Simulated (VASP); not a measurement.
Input of a VASP 6.6.1 run:

INCAR

```
PREC = Accurate
ENCUT = 520
EDIFF = 1E-6
ISMEAR = -1
SIGMA = 0.1
LREAL = F
LASPH = T
NELM = 80
ALGO = Normal
ISIF = 2
LWAVE = F
LCHARG = T
LELF = T
LVHAR = T
NBANDS = 12
```

The input KPOINTS:

```
regular mesh
0
Gamma
  22 22 22
```

The input POSCAR:

```
Ag
1.0
    0.0000000000      2.0516201893      2.0516201893
    2.0516201893      0.0000000000      2.0516201893
    2.0516201893      2.0516201893      0.0000000000
Ag
1
Direct
    0.0000000000      0.0000000000      0.0000000000
```

Potentials or basis: VASP PAW LDA potentials, release 64 (Ag).

Launch:

```sh
$ cat potpaw_LDA.64/Ag/POTCAR > POTCAR
$ mpirun -np 1 vasp_std > vasp.out
```

Predict the band gap on the k mesh.

zero (an odd number of electrons rules out a gap without spin polarisation).

Predict the pressure.

-8.3 GPa.

Caveat: the cell stands under tension.
